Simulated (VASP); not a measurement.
# CaS (Fm-3m) in VASP: a series of runs

CaS is run at these levels: PBE, PBEsol, revPBE; tasks: single point.

All numbers are computed with VASP 6.6.1; they aren't measurements. Logs are shortened: lines on timing, memory, paths and dates and some standing lists are left out, and cuts for length are marked.

### Step 1. The cell of the first run

It takes space group Fm-3m (No. 225, cubic). The conventional cell has a = 5.705 Å, b = 5.705 Å, c = 5.705 Å, α = 90.00°, β = 90.00°, γ = 90.00°. Within 3.8 Å of Ca (site symmetry m-3m) lie 6 S at 2.85 Å. S (site symmetry m-3m) has 6 Ca at 2.85 Å within 3.8 Å.

### Step 2. Single point, PBE

File INCAR:

```
SYSTEM = CaS
ALGO     = Normal         ! electronic algorithm
EDIFF    = 1E-6           ! SCF threshold, eV
ENCUT    = 500            ! plane-wave cutoff, eV
GGA      = PE             ! functional
GGA_COMPAT= .False.      
ISIF     = 2              ! what is computed and relaxed
ISMEAR   = 0              ! smearing method
LASPH    = .True.         ! aspherical terms in the spheres
LCHARG   = .True.         ! write CHGCAR
LELF     = .True.         ! ELF
LREAL    = .False.        ! projectors in reciprocal space
LVHAR    = .True.       
LWAVE    = .False.        ! write WAVECAR
NBANDS   = 15             ! bands
NELM     = 120            ! most SCF steps
PREC     = Accurate       ! precision mode
SIGMA    = 0.1            ! smearing width, eV
```

File KPOINTS:

```
k-points
0
Gamma
  4 4 4
  0 0 0
```

File POSCAR:

```
CaS
1.0
    0.0000000000      2.8523742917      2.8523742917
    2.8523742917      0.0000000000      2.8523742917
    2.8523742917      2.8523742917      0.0000000000
Ca S
1 1
Direct
    0.0000000000      0.0000000000      0.0000000000
    0.5000000000      0.5000000000      0.5000000000
```

Potentials or basis: VASP PAW PBE potentials, release 64 (Ca_sv, S).

Run with:

```bash
cat potpaw_PBE.64/Ca_sv/POTCAR potpaw_PBE.64/S/POTCAR > POTCAR
mpirun -np 1 vasp_std > vasp.out
```

OUTCAR:

```text
SYSTEM = CaS
   EDIFF = 1E-6
   ENCUT = 500
   GGA = PE
   ISIF = 2
   ISMEAR = 0
   LASPH = .True.
   LREAL = .False.
   NELM = 120
   PREC = Accurate

 ion  position               nearest neighbor table
   1  0.000  0.000  0.000-   2 2.85   2 2.85   2 2.85   2 2.85   2 2.85   2 2.85
   2  0.500  0.500  0.500-   1 2.85   1 2.85   1 2.85   1 2.85   1 2.85   1 2.85

  LATTYP: Found a face centered cubic cell.
 ALAT       =     5.7047485834

  Lattice vectors:

 A1 = (   0.0000000000,   2.8523742917,   2.8523742917)
 A2 = (   2.8523742917,   0.0000000000,   2.8523742917)
 A3 = (   2.8523742917,   2.8523742917,   0.0000000000)

Analysis of symmetry for initial positions (statically):
=====================================================================
 Subroutine PRICEL returns:
 Original cell was already a primitive cell.

 Routine SETGRP: Setting up the symmetry group for a
 face centered cubic supercell.

 Subroutine GETGRP returns: Found 48 space group operations
 (whereof 48 operations were pure point group operations)
 out of a pool of 48 trial point group operations.

The static configuration has the point symmetry O_h .

Analysis of symmetry for dynamics (positions and initial velocities):
=====================================================================
 Subroutine PRICEL returns:
 Original cell was already a primitive cell.

 Routine SETGRP: Setting up the symmetry group for a
 face centered cubic supercell.

 Subroutine GETGRP returns: Found 48 space group operations
 (whereof 48 operations were pure point group operations)
 out of a pool of 48 trial point group operations.

The dynamic configuration has the point symmetry O_h .

 Subroutine INISYM returns: Found 48 space group operations
 (whereof 48 operations are pure point group operations),
 and found     1 'primitive' translations

----------------------------------------------------------------------------------------

                                     Primitive cell

  volume of cell :      46.4141

  direct lattice vectors                    reciprocal lattice vectors
     0.000000000  2.852374292  2.852374292    -0.175292563  0.175292563  0.175292563
     2.852374292  0.000000000  2.852374292     0.175292563 -0.175292563  0.175292563
     2.852374292  2.852374292  0.000000000     0.175292563  0.175292563 -0.175292563

  length of vectors
     4.033866408  4.033866408  4.033866408     0.303615625  0.303615625  0.303615625

  position of ions in fractional coordinates (direct lattice)
     0.000000000  0.000000000  0.000000000
     0.500000000  0.500000000  0.500000000

  ion indices of the primitive-cell ions
   primitive index   ion index
                 1           1
                 2           2

----------------------------------------------------------------------------------------

 KPOINTS: k-points

Automatic generation of k-mesh.
 Grid dimensions read from file:
 generate k-points for:    4    4    4

 Generating k-lattice:

  Cartesian coordinates                     Fractional coordinates (reciprocal lattice)
    -0.043823141  0.043823141  0.043823141     0.250000000  0.000000000  0.000000000
     0.043823141 -0.043823141  0.043823141     0.000000000  0.250000000  0.000000000
     0.043823141  0.043823141 -0.043823141     0.000000000  0.000000000  0.250000000

  Length of vectors
     0.075903906  0.075903906  0.075903906

  Shift w.r.t. Gamma in fractional coordinates (k-lattice)
     0.000000000  0.000000000  0.000000000

 Subroutine IBZKPT returns following result:
 ===========================================

 Found      8 irreducible k-points:

 Following reciprocal coordinates:
            Coordinates               Weight
  0.000000  0.000000  0.000000      1.000000
  0.250000  0.000000  0.000000      8.000000
  0.500000  0.000000  0.000000      4.000000
  0.250000  0.250000  0.000000      6.000000
  0.500000  0.250000  0.000000     24.000000
 -0.250000  0.250000  0.000000     12.000000
  0.500000  0.500000  0.000000      3.000000
 -0.250000  0.500000  0.250000      6.000000
   k-points           NKPTS =      8   k-points in BZ     NKDIM =      8   number of bands    NBANDS=     15
   number of dos      NEDOS =    301   number of ions     NIONS =      2
   total plane-waves  NPLWV =  27000
   dimension x,y,z NGX =    30 NGY =   30 NGZ =   30
   dimension x,y,z NGXF=    60 NGYF=   60 NGZF=   60
   ions per type =               1   1
   NGX,Y,Z   is equivalent  to a cutoff of  12.36, 12.36, 12.36 a.u.
   NGXF,Y,Z  is equivalent  to a cutoff of  24.73, 24.73, 24.73 a.u.
 SYSTEM =  CaS
   PREC   = accura    normal or accurate (medium, high low for compatibility)
   ISTART =      0    job   : 0-new  1-cont  2-samecut
   ICHARG =      2    charge: 1-file 2-atom 10-const
   ISPIN  =      1    spin polarized calculation?
   LNONCOLLINEAR =      F non collinear calculations
   LSORBIT =      F    spin-orbit coupling
   LASPH  =      T    aspherical Exc in radial PAW
   ENCUT  =  500.0 eV  36.75 Ry    6.06 a.u.   7.35  7.35  7.35*2*pi/ulx,y,z
   NELM   =    120;   NELMIN=  2; NELMDL= -5     # of ELM steps
   EDIFF  = 0.1E-05   stopping-criterion for ELM
   LREAL  =      F    real-space projection
   EDIFFG = 0.1E-04   stopping-criterion for IOM
   NSW    =      0    number of steps for IOM
   IBRION =     -1    ionic relax: 0-MD 1-quasi-New 2-CG
   NFREE  =      0    steps in history (QN), initial steepest desc. (CG)
   ISIF   =      2    stress and relaxation
   ISYM   =      2    0-nonsym 1-usesym 2-fastsym
   POTIM  = 0.5000    time-step for ionic-motion
   TEBEG  =    0.0;   TEEND  =   0.0 temperature during run
   PSTRESS=    0.0 pullay stress
   NELECT =      16.0000    total number of electrons
   NUPDOWN=      -1.0000    fix difference up-down
   EMIN   =  10.00;   EMAX   =-10.00  energy-range for DOS
[... 5 lines left out ...]
     AMIX     =   0.40;   BMIX     =  1.00
     AMIX_MAG =   1.60;   BMIX_MAG =  1.00
  volume/ion in A,a.u.               =      23.21       156.61
  Fermi-wavevector in a.u.,A,eV,Ry     =   1.147885  2.169188 17.927575  1.317640
  Thomas-Fermi vector in A             =   2.284563
   LORBIT       =      0    0 simple, 1 ext, 2 COOP (PROOUT), +10 PAW based schemes
   GGA     = PE    functional components
   LHFCALC =     F    Hartree Fock is set to
   AEXX    =    0.0000 exact exchange contribution
   IVDW    =     0    specifies the selected vdW correction
   LEPSILON=     F    determine dielectric tensor
   LRPA    =     F    only Hartree local field effects (RPA)
 non-spin polarized calculation
 Gauss-broadening in eV      SIGMA  =   0.10
  energy-cutoff  :      500.00
  volume of cell :       46.41
 maximum number of plane-waves:      1243
 NGX is ok and might be reduce to    30
   NGX = 15   NGY = 15   NGZ = 15

 number of electron      16.0000004 magnetization

 Free energy of the ion-electron system (eV)
  ---------------------------------------------------
  ext. energy  EPLUGINS =         0.00000000
  ---------------------------------------------------
  free energy    TOTEN  =       -10.35348291 eV

  energy without entropy =      -10.35348291  energy(sigma->0) =      -10.35348291

 E-fermi :   3.2122     XC(G=0):  -9.2902

 val. band max:        2.7014938360   @ k =   0.0000   0.0000   0.0000
 cond. band min:       5.0619842006   @ k =   0.5000   0.5000   0.0000
 fundamental gap:      2.3604903646
 Fermi energy:         3.2121872508

 k-point     1 :       0.0000    0.0000    0.0000
  band No.  band energies     occupation
      1     -36.5274      2.00000
      2     -17.5065      2.00000
      3     -17.5065      2.00000
      4     -17.5065      2.00000
      5      -8.6067      2.00000
      6       2.7015      2.00000
      7       2.7015      2.00000
      8       2.7015      2.00000
      9       6.8131      0.00000
     10       6.8571      0.00000
     11       6.8571      0.00000
     12       6.8571      0.00000
     13       7.4458      0.00000
     14       7.4458      0.00000
     15      13.5500      0.00000

 k-point     2 :       0.2500    0.0000    0.0000
  band No.  band energies     occupation
      1     -36.5219      2.00000
      2     -17.5892      2.00000
      3     -17.5129      2.00000
      4     -17.5129      2.00000
      5      -8.2303      2.00000
      6       0.8860      2.00000
      7       2.0383      2.00000
      8       2.0383      2.00000
      9       6.9743      0.00000
     10       7.6588      0.00000
     11       7.6588      0.00000
     12       8.8575      0.00000
     13       8.8575      0.00000
     14       8.9230      0.00000
     15      13.0262      0.00000

 k-point     3 :       0.5000    0.0000    0.0000
  band No.  band energies     occupation
      1     -36.5163      2.00000
      2     -17.6690      2.00000
      3     -17.5194      2.00000
      4     -17.5194      2.00000
      5      -7.8062      2.00000
      6      -0.3760      2.00000
      7       1.5530      2.00000
      8       1.5530      2.00000
      9       7.9058      0.00000
     10       8.7374      0.00000
     11       8.8712      0.00000
     12       8.8712      0.00000
     13      10.8063      0.00000
     14      10.8063      0.00000
     15      11.5299      0.00000
[... 55 lines left out ...]
 k-point     7 :       0.5000    0.5000    0.0000
  band No.  band energies     occupation
      1     -36.5129      2.00000
      2     -17.6261      2.00000
      3     -17.5540      2.00000
      4     -17.5540      2.00000
      5      -7.9872      2.00000
      6       0.4344      2.00000
      7       1.8981      2.00000
      8       1.8981      2.00000
      9       5.0620      0.00000
     10       8.2844      0.00000
     11       8.6882      0.00000
     12       9.4422      0.00000
     13       9.4571      0.00000
     14       9.4571      0.00000
     15      13.0214      0.00000

 k-point     8 :      -0.2500    0.5000    0.2500
  band No.  band energies     occupation
      1     -36.5128      2.00000
      2     -17.5900      2.00000
      3     -17.5900      2.00000
      4     -17.5637      2.00000
      5      -7.8735      2.00000
      6       0.9288      2.00000
      7       0.9288      2.00000
      8       1.1606      2.00000
      9       7.5143      0.00000
     10       7.5143      0.00000
     11       8.6748      0.00000
     12       9.0969      0.00000
     13       9.4654      0.00000
     14      11.9618      0.00000
     15      12.7548      0.00000

------------------------ aborting loop because EDIFF is reached ----------------------------------------

  FORCE on cell =-STRESS in cart. coord.  units (eV):
  Direction    XX          YY          ZZ          XY          YZ          ZX
  --------------------------------------------------------------------------------------
  -------------------------------------------------------------------------------------
  Total        0.1332296      0.1332296      0.1332296      0.0000000     -0.0000000      0.0000000
  in kB        4.5989823      4.5989823      4.5989823      0.0000000     -0.0000000      0.0000000
  external PRESSURE =       4.5989823 kB  Pullay stress =       0.0000000 kB

 VOLUME and BASIS-vectors are now :
 -----------------------------------------------------------------------------
  energy-cutoff  :      500.00
  volume of cell :       46.41
      direct lattice vectors                 reciprocal lattice vectors
     0.000000000  2.852374292  2.852374292    -0.175292563  0.175292563  0.175292563
     2.852374292  0.000000000  2.852374292     0.175292563 -0.175292563  0.175292563
     2.852374292  2.852374292  0.000000000     0.175292563  0.175292563 -0.175292563

 POSITION                                       TOTAL-FORCE (eV/Angst)
 -----------------------------------------------------------------------------------
      0.00000      0.00000      0.00000         0.000000      0.000000      0.000000
      2.85237      2.85237      2.85237         0.000000      0.000000      0.000000
 -----------------------------------------------------------------------------------
    total drift:                               -0.000000      0.000000      0.000000

  FREE ENERGIE OF THE ION-ELECTRON SYSTEM (eV)
  ---------------------------------------------------
  free  energy   TOTEN  =       -10.3534829100 eV

  energy  without entropy=      -10.3534829100  energy(sigma->0) =      -10.35348291
```

It used 4.5 s of CPU time on 1 thread of Intel(R) Xeon(R) 6975P-C (Granite Rapids), on a shared host.

Results:

| Item | Value |
| --- | --- |
| Free energy | -10.3535 eV |
| Pressure | 0.5 GPa |
| Band gap on the k mesh | 2.36 eV, indirect (least direct gap 3.16 eV) |

Levels at points of the mesh, in eV from the valence-band top:
| k point | band 5 | band 6 | band 7 | band 8 | band 9 | band 10 | band 11 | band 12 |
| --- | --- | --- | --- | --- | --- | --- | --- | --- |
| (0.00, 0.00, 0.00) | -11.31 | 0.00 | 0.00 | 0.00 | 4.11 | 4.16 | 4.16 | 4.16 |
| (0.50, 0.00, 0.00) | -10.51 | -3.08 | -1.15 | -1.15 | 5.20 | 6.04 | 6.17 | 6.17 |
| (0.50, 0.50, 0.00) | -10.69 | -2.27 | -0.80 | -0.80 | 2.36 | 5.58 | 5.99 | 6.74 |

Caveat: the k points lie up to 0.48 Å⁻¹ apart.

### Step 3. Single point, PBEsol

File INCAR:

```
ALGO     = Normal         # electronic algorithm
EDIFF    = 1E-6           # SCF threshold, eV
ENCUT    = 500            # plane-wave cutoff, eV
GGA      = PS             # functional
GGA_COMPAT= False        
ISIF     = 2              # what is computed and relaxed
ISMEAR   = 0              # smearing method
LASPH    = True           # aspherical terms in the spheres
LCHARG   = False          # write CHGCAR
LREAL    = False          # projectors in reciprocal space
LWAVE    = False          # write WAVECAR
NBANDS   = 15             # bands
NELM     = 120            # most SCF steps
PREC     = Accurate       # precision mode
SIGMA    = 0.022          # smearing width, eV
```

File KPOINTS:

```
k-points
0
Gamma
  4 4 4
```

POSCAR is that of step 2.

Potentials or basis: VASP PAW PBE potentials, release 64 (Ca_sv, S).

Run with:

```bash
cat potpaw_PBE.64/Ca_sv/POTCAR potpaw_PBE.64/S/POTCAR > POTCAR
mpirun -np 1 vasp_std > vasp.out
```

Wall time 6.9 s (1 thread of Intel Xeon 6975P-C (Granite Rapids), shared host); peak memory 0.15 GiB.

The run converged. Its results:

```yaml
Free_energy: -10.8942 eV
Pressure: -1.9 GPa
Band_gap_on_the_k_mesh: 2.24 eV, indirect (least direct gap 3.06 eV)
```

Levels at points of the mesh, in eV from the valence-band top:
| k point | band 6 | band 7 | band 8 | band 9 | band 10 | band 11 |
| --- | --- | --- | --- | --- | --- | --- |
| (0.00, 0.00, 0.00) | 0.00 | 0.00 | 0.00 | 3.93 | 4.08 | 4.08 |
| (0.50, 0.00, 0.00) | -3.15 | -1.17 | -1.17 | 5.04 | 5.99 | 6.14 |
| (0.50, 0.50, 0.00) | -2.32 | -0.82 | -0.82 | 2.24 | 5.56 | 5.85 |

Caveat: the k points lie up to 0.48 Å⁻¹ apart; the PAW data sets were made with another functional, which shifts forces and pressure a little. A k mesh can miss the band edges.

### Step 4. Single point, revPBE, collinear spin, zero start

File INCAR:

```
ALGO = Normal
EDIFF = 1E-6
ENCUT = 500
GGA = RE
GGA_COMPAT = False
ISIF = 2
ISMEAR = 1
ISPIN = 2
LASPH = True
LCHARG = True
LELF = True
LORBIT = 11
LREAL = False
LVHAR = True
LWAVE = False
MAGMOM = 0 0
NBANDS = 19
NELECT = 15.75
NELM = 200
NUPDOWN = 0.0
PREC = Accurate
SIGMA = 0.03
```

File KPOINTS:

```
k-points
0
Gamma
  3 3 3
```

POSCAR is that of step 3.

Run with:

```bash
cat potpaw_PBE.64/Ca_sv/POTCAR potpaw_PBE.64/S/POTCAR > POTCAR
mpirun -np 1 vasp_std > vasp.out
```

It used 7.5 s of CPU time on 1 thread of Intel(R) Xeon(R) 6975P-C (Granite Rapids), on a shared host.

It converged, with:

```yaml
Free_energy: -10.4462 eV
Net_moment: 0.00 μB per cell
Valence_electrons_inside_the_program's_atomic_spheres: Ca 8.10; S 3.75
```

Caveat: the k points lie up to 0.64 Å⁻¹ apart; the cell carries a net charge on a neutralising background, which shifts energy and pressure; the cell is charged against a uniform background, so pressure and absolute levels hang on convention; the PAW data sets were made with another functional, which shifts forces and pressure a little; the total moment is fixed, so each spin has its own Fermi level.
